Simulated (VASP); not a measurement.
Wanted: the native input for a VASP 6.6.1 run.

* Task: single point
* Functional: r2SCAN
* Potentials or basis: VASP PAW PBE potentials, release 64 (Al, Ga_d, N)
* Cutoff: 520 eV
* k mesh: 8 × 8 × 6
* Occupations: gaussian, width 0.05 eV
* Spin: no spin polarisation
* Dipole correction: no
* Further INCAR settings: ALGO = Normal; EDIFF = 1e-07; NBANDS = 21

The system is AlGaN2.

```xyz
4
Lattice="3.1409 0.0000 0.0000 0.0000 3.1409 0.0000 0.0000 0.0000 4.4238" Properties=species:S:1:pos:R:3 pbc="T T T"
Al    1.5704    1.5704    2.2119
Ga    0.0000    0.0000    0.0000
N     1.5704    0.0000    3.1610
N     0.0000    1.5704    1.2629
```

This cell differs from its parent crystal: mode 12 (706.6 1/cm) frozen in, largest displacement +0.105 Å.

One way to write it, as run:

POSCAR

```
AlGaN2
1.0
    3.1408770487      0.0000000000      0.0000000000
    0.0000000000      3.1408770487      0.0000000000
    0.0000000000      0.0000000000      4.4238379400
Al Ga N
1 1 2
Direct
    0.5000000000      0.5000000000      0.5000000000
    0.0000000000      0.0000000000      0.0000000000
    0.5000000000      0.0000000000      0.7145297633
    0.0000000000      0.5000000000      0.2854702367
```

INCAR.step1

```
ALGO = Normal
EDIFF = 1E-4
ENCUT = 520
GGA = PE
ISMEAR = 0
LASPH = T
LCHARG = F
LREAL = F
LWAVE = T
NBANDS = 21
NELM = 80
PREC = Accurate
SIGMA = 0.05
```

INCAR.step2

```
ALGO = Normal
EDIFF = 1E-7
ENCUT = 520
ISIF = 2
ISMEAR = 0
ISTART = 1
LASPH = T
LCHARG = F
LMIXTAU = T
LREAL = F
LWAVE = F
METAGGA = R2SCAN
NBANDS = 21
NELM = 80
PREC = Accurate
SIGMA = 0.05
```

KPOINTS

```
k-points
0
Gamma
  8 8 6
```

Potentials or basis: VASP PAW PBE potentials, release 64 (Al, Ga_d, N).

Run with:

```bash
$ cat potpaw_PBE.64/Al/POTCAR potpaw_PBE.64/Ga_d/POTCAR potpaw_PBE.64/N/POTCAR > POTCAR
$ cp INCAR.step1 INCAR
$ mpirun -np 1 vasp_std > vasp.out
$ cp INCAR.step2 INCAR
$ mpirun -np 1 vasp_std > vasp.out
```

Results of the run:

```json
{
  "Pressure": "1.7 GPa",
  "Largest force": "2.663 eV/Å",
  "Band gap on the k mesh": "3.11 eV, direct"
}
```

Caveat: the cell differs from its parent crystal (mode 12 (706.6 1/cm) frozen in, largest displacement +0.105 Å); the PAW data sets were made with another functional, which shifts forces and pressure a little.

Wall time 120 s on 1 thread of AMD EPYC 9R45 96-Core Processor (Zen 5), on a shared host, peak memory 0.17 GiB.
